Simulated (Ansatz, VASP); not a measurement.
**C: VASP beside Ansatz**

File INCAR:

```
SYSTEM = C
PREC = Accurate
ENCUT = 910
EDIFF = 1E-6
ISMEAR = 0
SIGMA = 0.05
LREAL = .False.
LASPH = .True.
NELM = 120
ALGO = Normal
ISIF = 2
LWAVE = .False.
LCHARG = .False.
NBANDS = 11
GGA_COMPAT = .False.
```

The input KPOINTS:

```
Automatic mesh
0
Gamma
  12 12 12
  0 0 0
```

POSCAR

```
C
1.0
    0.0000000000      1.7942384881      1.6690006416
    1.7942384881      0.0000000000      1.6690006416
    1.7942384881      1.7942384881      0.0000000000
C
2
Direct
    0.5000000000      0.5000000000      0.5000000000
    0.7500000000      0.7500000000      0.7500000000
```

Input for Ansatz:

```yaml
crystal:
  lattice:
    - [0.0, 1.7942384881, 1.6690006416]
    - [1.7942384881, 0.0, 1.6690006416]
    - [1.7942384881, 1.7942384881, 0.0]
  atoms:
    - { symbol: C, position: [0.5, 0.5, 0.5] }
    - { symbol: C, position: [0.75, 0.75, 0.75] }
basis:
  ecutwfc: 520.0
kpoints:
  mp_grid: { grid: [12, 12, 12] }
hamiltonian:
  xc: lda
  pseudopotentials: { kind: paw, azcp: { folder: soft_1 } }
scf:
  occupations: { method: gaussian, width: 0.05 }
output:
  forces: true
  stress: true
  eigenvalues: true
```

Alike in both runs: task single point; functional LDA; k mesh 12 × 12 × 12; occupations gaussian, width 0.05 eV; no spin polarisation.

```csv
,VASP,Ansatz
version,VASP 6.6.1,Ansatz 0.2.0
potentials or method,"VASP PAW LDA potentials, release 64 (C_h), cutoff 910 eV","scalar-relativistic, plane waves, PAW"
valence electrons in the cell,8,8
```

|  | VASP | Ansatz | Ansatz less VASP |
| --- | --- | --- | --- |
| gap on the k mesh at the Fermi level (eV) | 2.42 | 2.43 | +0.010 |
| least direct gap on the mesh (eV) | 4.45 | 4.45 | -0.003 |

Ansatz warns that its potentials were made for another functional, while VASP's fit it. LDA's correlation is that of Perdew and Zunger in VASP and of Perdew and Wang (1992) in Ansatz.

Noted on VASP's run: the cutoff is short for stress, so the pressure is rough.
